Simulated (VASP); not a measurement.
# MgS (I-4m2) in VASP: notebook

MgS is run at these levels: LDA; tasks: single point.

Everything below comes from runs of VASP 6.6.1. Logs are shortened: lines on timing, memory, paths and dates and some standing lists are left out, and cuts for length are marked.

### 1 The cell of the first run

Symmetry: I-4m2, No. 119, tetragonal system. Conventional cell: a = 4.127 Å, b = 4.127 Å, c = 5.581 Å, α = 90.00°, β = 90.00°, γ = 90.00°. Mg (site symmetry -4m2) has 4 S at 2.49 Å within 3.3 Å. Within 3.3 Å of S (site symmetry -4m2) lie 4 Mg at 2.49 Å.

### 2 Single point, LDA (strain +0.030 along x and y, -0.015 along z)

Contents of INCAR:

```
ALGO     = Normal         # electronic algorithm
EDIFF    = 1E-6           # SCF threshold, eV
ENCUT    = 520            # plane-wave cutoff, eV
ISIF     = 2              # what is computed and relaxed
ISMEAR   = 0              # smearing method
LASPH    = True           # aspherical terms in the spheres
LCHARG   = False          # write CHGCAR
LREAL    = False          # projectors in reciprocal space
LWAVE    = False          # write WAVECAR
NBANDS   = 11             # bands
NELM     = 100            # most SCF steps
PREC     = Accurate       # precision mode
SIGMA    = 0.05           # smearing width, eV
```

Contents of KPOINTS:

```
k-points
0
Gamma
  8 8 8
```

Contents of POSCAR:

```
MgS
1.0
    0.0000000000      2.9181136482      2.7906232461
    2.9181136482      0.0000000000      2.7906232461
    2.9181136482      2.9181136482      0.0000000000
Mg S
1 1
Direct
    0.0000000000      0.0000000000      0.0000000000
    0.7500000000      0.7500000000      0.7500000000
```

Potentials or basis: VASP PAW LDA potentials, release 64 (Mg, S).

Launch:

```bash
$ cat potpaw_LDA.64/Mg/POTCAR potpaw_LDA.64/S/POTCAR > POTCAR
$ mpirun -np 1 vasp_std > vasp.out
```

OUTCAR:

```text
EDIFF = 1E-6
   ENCUT = 520
   ISIF = 2
   ISMEAR = 0
   LASPH = True
   LREAL = False
   NELM = 100
   PREC = Accurate

 ion  position               nearest neighbor table
   1  0.000  0.000  0.000-   2 2.49   2 2.49   2 2.49   2 2.49
   2  0.750  0.750  0.750-   1 2.49   1 2.49   1 2.49   1 2.49

  LATTYP: Found a body centered tetragonal cell.
 ALAT       =     4.1268358978
 C/A-ratio  =     1.3524275330

  Lattice vectors:

 A1 = (   0.0000000000,  -2.9181136482,  -2.7906232461)
 A2 = (   0.0000000000,   2.9181136482,  -2.7906232461)
 A3 = (   2.9181136482,   0.0000000000,   2.7906232461)

Analysis of symmetry for initial positions (statically):
=====================================================================
 Subroutine PRICEL returns:
 Original cell was already a primitive cell.

 Routine SETGRP: Setting up the symmetry group for a
 body centered tetragonal supercell.

 Subroutine GETGRP returns: Found  8 space group operations
 (whereof  8 operations were pure point group operations)
 out of a pool of 16 trial point group operations.

The static configuration has the point symmetry D_2d.

Analysis of symmetry for dynamics (positions and initial velocities):
=====================================================================
 Subroutine PRICEL returns:
 Original cell was already a primitive cell.

 Routine SETGRP: Setting up the symmetry group for a
 body centered tetragonal supercell.

 Subroutine GETGRP returns: Found  8 space group operations
 (whereof  8 operations were pure point group operations)
 out of a pool of 16 trial point group operations.

The dynamic configuration has the point symmetry D_2d.

 Subroutine INISYM returns: Found  8 space group operations
 (whereof  8 operations are pure point group operations),
 and found     1 'primitive' translations

----------------------------------------------------------------------------------------

                                     Primitive cell

  volume of cell :      47.5265

  direct lattice vectors                    reciprocal lattice vectors
     0.000000000  2.918113648  2.790623246    -0.171343567  0.171343567  0.179171445
     2.918113648  0.000000000  2.790623246     0.171343567 -0.171343567  0.179171445
     2.918113648  2.918113648  0.000000000     0.171343567  0.171343567 -0.179171445

  length of vectors
     4.037693075  4.037693075  4.126835898     0.301362974  0.301362974  0.301362974

  position of ions in fractional coordinates (direct lattice)
     0.000000000  0.000000000  0.000000000
     0.750000000  0.750000000  0.750000000

  ion indices of the primitive-cell ions
   primitive index   ion index
                 1           1
                 2           2

----------------------------------------------------------------------------------------

 KPOINTS: k-points

Automatic generation of k-mesh.
 Grid dimensions read from file:
 generate k-points for:    8    8    8

 Generating k-lattice:

  Cartesian coordinates                     Fractional coordinates (reciprocal lattice)
    -0.021417946  0.021417946  0.022396431     0.125000000  0.000000000  0.000000000
     0.021417946 -0.021417946  0.022396431     0.000000000  0.125000000  0.000000000
     0.021417946  0.021417946 -0.022396431    -0.000000000 -0.000000000  0.125000000

  Length of vectors
     0.037670372  0.037670372  0.037670372

  Shift w.r.t. Gamma in fractional coordinates (k-lattice)
     0.000000000  0.000000000  0.000000000

 Subroutine IBZKPT returns following result:
 ===========================================

 Found     59 irreducible k-points:

 Following reciprocal coordinates:
            Coordinates               Weight
  0.000000  0.000000  0.000000      1.000000
  0.125000  0.000000  0.000000      8.000000
  0.250000  0.000000  0.000000      8.000000
  0.375000  0.000000  0.000000      8.000000
  0.500000  0.000000  0.000000      4.000000
  0.125000  0.125000  0.000000      2.000000
[... 16 lines left out ...]
  0.250000  0.000000  0.125000     16.000000
  0.375000 -0.000000  0.125000     16.000000
 [... further k-points ...]
   k-points           NKPTS =     59   k-points in BZ     NKDIM =     59   number of bands    NBANDS=     11
   number of dos      NEDOS =    301   number of ions     NIONS =      2
   total plane-waves  NPLWV =  28800
   dimension x,y,z NGX =    30 NGY =   30 NGZ =   32
   dimension x,y,z NGXF=    60 NGYF=   60 NGZF=   64
   ions per type =               1   1
   NGX,Y,Z   is equivalent  to a cutoff of  12.35, 12.35, 12.89 a.u.
   NGXF,Y,Z  is equivalent  to a cutoff of  24.70, 24.70, 25.78 a.u.
 SYSTEM =  unknown system
   PREC   = accura    normal or accurate (medium, high low for compatibility)
   ISTART =      0    job   : 0-new  1-cont  2-samecut
   ICHARG =      2    charge: 1-file 2-atom 10-const
   ISPIN  =      1    spin polarized calculation?
   LNONCOLLINEAR =      F non collinear calculations
   LSORBIT =      F    spin-orbit coupling
   LASPH  =      T    aspherical Exc in radial PAW
   ENCUT  =  520.0 eV  38.22 Ry    6.18 a.u.   7.51  7.51  7.67*2*pi/ulx,y,z
   NELM   =    100;   NELMIN=  2; NELMDL= -5     # of ELM steps
   EDIFF  = 0.1E-05   stopping-criterion for ELM
   LREAL  =      F    real-space projection
   EDIFFG = 0.1E-04   stopping-criterion for IOM
   NSW    =      0    number of steps for IOM
   IBRION =     -1    ionic relax: 0-MD 1-quasi-New 2-CG
   NFREE  =      0    steps in history (QN), initial steepest desc. (CG)
   ISIF   =      2    stress and relaxation
   ISYM   =      2    0-nonsym 1-usesym 2-fastsym
   POTIM  = 0.5000    time-step for ionic-motion
   TEBEG  =    0.0;   TEEND  =   0.0 temperature during run
   PSTRESS=    0.0 pullay stress
   NELECT =       8.0000    total number of electrons
   NUPDOWN=      -1.0000    fix difference up-down
   EMIN   =  10.00;   EMAX   =-10.00  energy-range for DOS
   EFERMI =   0.00;   METHOD = LEGACY
   ISMEAR =     0;   SIGMA  =   0.05  broadening in eV -4-tet -1-fermi 0-gaus
   EFERMI_NEDOS =   21; number of points for ismear=-14 and -15
   IALGO  =     38    algorithm
   IMIX   =      4    mixing-type and parameters
     AMIX     =   0.40;   BMIX     =  1.00
     AMIX_MAG =   1.60;   BMIX_MAG =  1.00
  volume/ion in A,a.u.               =      23.76       160.36
  Fermi-wavevector in a.u.,A,eV,Ry     =   0.903912  1.708147 11.116741  0.817057
  Thomas-Fermi vector in A             =   2.027295
   LORBIT       =      0    0 simple, 1 ext, 2 COOP (PROOUT), +10 PAW based schemes
   GGA     = CA    functional components
   LHFCALC =     F    Hartree Fock is set to
   AEXX    =    0.0000 exact exchange contribution
   IVDW    =     0    specifies the selected vdW correction
   LEPSILON=     F    determine dielectric tensor
   LRPA    =     F    only Hartree local field effects (RPA)
 non-spin polarized calculation
 Gauss-broadening in eV      SIGMA  =   0.05
  energy-cutoff  :      520.00
  volume of cell :       47.53
 maximum number of plane-waves:      1307
   NGX = 15   NGY = 15   NGZ = 15

 number of electron       8.0000001 magnetization

 Free energy of the ion-electron system (eV)
  ---------------------------------------------------
  ext. energy  EPLUGINS =         0.00000000
  ---------------------------------------------------
  free energy    TOTEN  =        -9.32799813 eV

  energy without entropy =       -9.32799813  energy(sigma->0) =       -9.32799813

 E-fermi :   0.8969     XC(G=0):  -8.5882

 val. band max:        0.6835854402   @ k =   0.0000   0.0000   0.0000
 cond. band min:       3.5753151396   @ k =   0.0000   0.0000   0.0000
 fundamental gap:      2.8917296994
 Fermi energy:         0.8968968115

 k-point     1 :       0.0000    0.0000    0.0000
  band No.  band energies     occupation
      1     -10.4766      2.00000
      2       0.5795      2.00000
      3       0.5795      2.00000
      4       0.6836      2.00000
      5       3.5753      0.00000
      6       8.2583      0.00000
      7       8.2583      0.00000
      8       8.2841      0.00000
      9      10.8970      0.00000
     10      11.5757      0.00000
     11      13.5849      0.00000

 k-point     2 :       0.1250    0.0000    0.0000
  band No.  band energies     occupation
      1     -10.3948      2.00000
      2      -0.0784      2.00000
      3       0.5160      2.00000
      4       0.6088      2.00000
      5       4.2503      0.00000
      6       8.0386      0.00000
      7       8.4054      0.00000
      8       8.4675      0.00000
      9      10.5038      0.00000
     10      11.0150      0.00000
     11      13.2394      0.00000

 k-point     3 :       0.2500    0.0000    0.0000
  band No.  band energies     occupation
      1     -10.1835      2.00000
      2      -1.2211      2.00000
      3       0.3729      2.00000
      4       0.5132      2.00000
      5       5.1168      0.00000
      6       7.9746      0.00000
      7       8.3409      0.00000
      8       8.6621      0.00000
      9      10.7314      0.00000
     10      10.8339      0.00000
     11      12.4153      0.00000

 k-point     4 :       0.3750    0.0000    0.0000
  band No.  band energies     occupation
      1      -9.9484      2.00000
      2      -2.1100      2.00000
      3       0.2423      2.00000
      4       0.4270      2.00000
      5       5.3150      0.00000
      6       7.9673      0.00000
      7       8.3145      0.00000
      8       8.5969      0.00000
      9      11.8467      0.00000
     10      12.1244      0.00000
     11      12.4119      0.00000

 k-point     5 :       0.5000    0.0000    0.0000
  band No.  band energies     occupation
      1      -9.8423      2.00000
      2      -2.4450      2.00000
      3       0.1913      2.00000
      4       0.3934      2.00000
      5       5.2879      0.00000
      6       7.8022      0.00000
      7       8.2456      0.00000
      8       8.7675      0.00000
      9      12.7834      0.00000
     10      13.3247      0.00000
     11      13.7671      0.00000
[... 211 lines left out ...]
 k-point    21 :       0.5000    0.5000    0.0000
  band No.  band energies     occupation
      1      -9.5965      2.00000
      2      -2.0061      2.00000
      3      -0.5232      2.00000
      4      -0.5232      2.00000
      5       4.2518      0.00000
      6       5.7520      0.00000
      7      11.3855      0.00000
      8      12.1246      0.00000
      9      12.1246      0.00000
     10      14.3008      0.00000
     11      14.3024      0.00000

 k-point    22 :       0.1250    0.0000    0.1250
  band No.  band energies     occupation
      1     -10.3708      2.00000
      2      -0.1109      2.00000
      3       0.4258      2.00000
      4       0.5053      2.00000
      5       4.4567      0.00000
      6       7.7226      0.00000
      7       8.6027      0.00000
      8       8.7470      0.00000
      9       9.5896      0.00000
     10      11.6237      0.00000
     11      14.1320      0.00000

 k-point    23 :       0.2500    0.0000    0.1250
  band No.  band energies     occupation
      1     -10.2049      2.00000
      2      -0.9398      2.00000
      3       0.2701      2.00000
      4       0.3535      2.00000
      5       5.2745      0.00000
      6       7.4414      0.00000
      7       8.3454      0.00000
      8       8.9971      0.00000
      9       9.7744      0.00000
     10      11.6866      0.00000
     11      13.6954      0.00000

 k-point    24 :       0.3750   -0.0000    0.1250
  band No.  band energies     occupation
      1      -9.9752      2.00000
      2      -1.8107      2.00000
      3       0.0542      2.00000
      4       0.2413      2.00000
      5       5.7324      0.00000
      6       7.3735      0.00000
      7       8.2662      0.00000
      8       8.8777      0.00000
      9      11.0010      0.00000
     10      12.5112      0.00000
     11      13.2198      0.00000

 [... further k-points ...]
[... 5 lines left out ...]
  --------------------------------------------------------------------------------------
  -------------------------------------------------------------------------------------
  Total       -1.4803217     -1.4803217     -1.1928727      0.0000000      0.0000000     -0.0000000
  in kB      -49.9035091    -49.9035091    -40.2132392      0.0000000      0.0000000     -0.0000000
  external PRESSURE =     -46.6734191 kB  Pullay stress =       0.0000000 kB

 VOLUME and BASIS-vectors are now :
 -----------------------------------------------------------------------------
  energy-cutoff  :      520.00
  volume of cell :       47.53
      direct lattice vectors                 reciprocal lattice vectors
     0.000000000  2.918113648  2.790623246    -0.171343567  0.171343567  0.179171445
     2.918113648  0.000000000  2.790623246     0.171343567 -0.171343567  0.179171445
     2.918113648  2.918113648  0.000000000     0.171343567  0.171343567 -0.179171445

 POSITION                                       TOTAL-FORCE (eV/Angst)
 -----------------------------------------------------------------------------------
      0.00000      0.00000      0.00000        -0.000000     -0.000000      0.000000
      4.37717      4.37717      4.18593         0.000000      0.000000     -0.000000
 -----------------------------------------------------------------------------------
    total drift:                                0.000002      0.000002     -0.000000

  FREE ENERGIE OF THE ION-ELECTRON SYSTEM (eV)
  ---------------------------------------------------
  free  energy   TOTEN  =        -9.3279981267 eV

  energy  without entropy=       -9.3279981267  energy(sigma->0) =       -9.32799813
```

It took 35 s on 1 thread of Intel Xeon 8259CL, shared host; peak memory 0.17 GiB.

What came out:

```yaml
Free_energy: -9.3280 eV
Pressure: -4.7 GPa
Band_gap_on_the_k_mesh: 2.89 eV, direct
```

Levels at points of the mesh, in eV from the valence-band top:
```tsv
k point	band 1	band 2	band 3	band 4	band 5	band 6	band 7	band 8	band 9
(0.00, 0.00, 0.00)	-11.16	-0.10	-0.10	0.00	2.89	7.57	7.57	7.60	10.21
(0.50, 0.00, 0.00)	-10.53	-3.13	-0.49	-0.29	4.60	7.12	7.56	8.08	12.10
(0.50, 0.50, 0.00)	-10.28	-2.69	-1.21	-1.21	3.57	5.07	10.70	11.44	11.44
(0.50, 0.00, 0.50)	-10.34	-2.90	-1.01	-1.00	3.66	5.40	10.20	11.22	11.99
```

Caveat: the cell differs from its parent crystal (strain +0.030 along x and y, -0.015 along z).

### 3 Single point, LDA (strain +0.015 along x and y, -0.030 along z)

Contents of INCAR:

```
SYSTEM = MgS
ALGO = Normal
EDIFF = 1E-7
ENCUT = 520
GGA = CA
ISIF = 2
ISMEAR = 0
LASPH = .True.
LCHARG = .False.
LREAL = .False.
LWAVE = .False.
NBANDS = 11
NELM = 100
PREC = Accurate
SIGMA = 0.05
```

Contents of KPOINTS:

```
k-points
0
Gamma
  8 8 8
  0 0 0
```

Contents of POSCAR:

```
MgS
1.0
    0.0000000000      2.8756168475      2.7481264454
    2.8756168475      0.0000000000      2.7481264454
    2.8756168475      2.8756168475      0.0000000000
Mg S
1 1
Direct
    0.0000000000      0.0000000000      0.0000000000
    0.7500000000      0.7500000000      0.7500000000
```

Potentials or basis: VASP PAW LDA potentials, release 64 (Mg, S).

Launch:

```bash
$ cat potpaw_LDA.64/Mg/POTCAR potpaw_LDA.64/S/POTCAR > POTCAR
$ mpirun -np 1 vasp_std > vasp.out
```

Run time: 40 s. Hardware: 1 thread of AMD EPYC 7R13, shared host; peak memory 0.14 GiB.

Results (log left out):

```yaml
Free_energy: -9.3747 eV
Pressure: -2.5 GPa
Band_gap_on_the_k_mesh: 3.11 eV, direct
```

Stress tensor (GPa, compression positive):
```
-2.83  0.00  0.00
 0.00 -2.83  0.00
 0.00  0.00 -1.97
```

Levels at points of the mesh, in eV from the valence-band top:
| k point | band 1 | band 2 | band 3 | band 4 | band 5 | band 6 | band 7 | band 8 | band 9 |
| --- | --- | --- | --- | --- | --- | --- | --- | --- | --- |
| (0.00, 0.00, 0.00) | -11.31 | -0.11 | -0.11 | 0.00 | 3.11 | 7.69 | 7.69 | 7.72 | 10.29 |
| (0.50, 0.00, 0.00) | -10.61 | -3.28 | -0.52 | -0.30 | 4.76 | 7.17 | 7.64 | 8.30 | 12.43 |
| (0.50, 0.50, 0.00) | -10.33 | -2.81 | -1.27 | -1.27 | 3.53 | 5.13 | 11.13 | 11.79 | 11.79 |
| (0.50, 0.00, 0.50) | -10.40 | -3.02 | -1.07 | -1.04 | 3.62 | 5.47 | 10.60 | 11.54 | 12.39 |

Caveat: the cell differs from its parent crystal (strain +0.015 along x and y, -0.030 along z).

(Continued in part 2 of 2.)
